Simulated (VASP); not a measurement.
HfN: single point with PBE

The system is HfN.

```
Hf N
1.0
     3.07664    0.00000    0.00000
    -1.53832    2.66445    0.00000
     0.00000    0.00000    2.89641
Hf N
1 1
Direct
  0.00000 0.00000 0.00000
  0.66667 0.33333 0.50000
```

This cell differs from its parent crystal: volume scaled by 0.980.

```json
{
  "Program": "VASP 6.6.1",
  "Task": "single point",
  "Functional": "PBE",
  "Potentials or basis": "VASP PAW PBE potentials, release 64 (Hf_pv, N)",
  "Cutoff": "600 eV",
  "k mesh": "14 × 14 × 12",
  "Occupations": "gaussian, width 0.05 eV",
  "Spin": "no spin polarisation",
  "Dipole correction": "no",
  "Further INCAR settings": "ALGO = Normal; EDIFF = 1e-06; NBANDS = 14"
}
```

The pressure is 2.8 GPa.

Stress tensor (GPa, compression positive):
```
2.97 0.00 0.00
0.00 2.97 0.00
0.00 0.00 2.44
```

Levels at points of the mesh, in eV from the Fermi level:
| k point | band 4 | band 5 | band 6 | band 7 | band 8 | band 9 | band 10 | band 11 |
| --- | --- | --- | --- | --- | --- | --- | --- | --- |
| (0.00, 0.00, 0.00) | -16.20 | -3.46 | -3.46 | -2.31 | -1.63 | 2.22 | 4.93 | 4.93 |
| (0.50, 0.00, 0.00) | -14.24 | -6.72 | -3.38 | -2.22 | -1.77 | 4.97 | 5.12 | 6.59 |
| (0.00, 0.00, 0.50) | -13.71 | -7.79 | -2.66 | -2.66 | 1.55 | 1.55 | 3.89 | 4.48 |
| (0.50, 0.00, 0.50) | -14.44 | -5.81 | -4.72 | -4.34 | 0.79 | 5.14 | 6.77 | 8.11 |

Run time: 38 s on 1 thread of Intel(R) Xeon(R) Platinum 8488C (Sapphire Rapids), with other jobs on the host, peak memory 0.2 GiB.

Caveat: spin-orbit coupling is left out, which moves the levels of the heavy elements.
